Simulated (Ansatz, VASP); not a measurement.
**C: VASP beside Ansatz**

```
C
1.0
     0.00000    1.78336    1.78336
     1.78336    0.00000    1.78336
     1.78336    1.78336    0.00000
C
2
Direct
  0.50000 0.50000 0.50000
  0.75000 0.75000 0.75000
```

Alike in both runs: task single point; functional PBE; k mesh 14 × 14 × 14; occupations fermi-dirac, width 0.1 eV; no spin polarisation.

```csv
,VASP,Ansatz
version,VASP 6.6.1,Ansatz 0.2.0
potentials or method,"VASP PAW PBE potentials, release 64 (C), cutoff 600 eV","PAW, plane waves, scalar-relativistic"
valence electrons in the cell,8,8
```

VASP gave:

| Item | Value |
| --- | --- |
| gap on the k mesh at the Fermi level (eV) | 4.13 |
| pressure (GPa) | 1.8 |

Problem. Estimate Ansatz's values.

Solution. gap on the k mesh at the Fermi level (eV): 4.14; pressure (GPa): 1.8.

With one functional, cell and mesh, what is left measures potentials, basis and numerics.
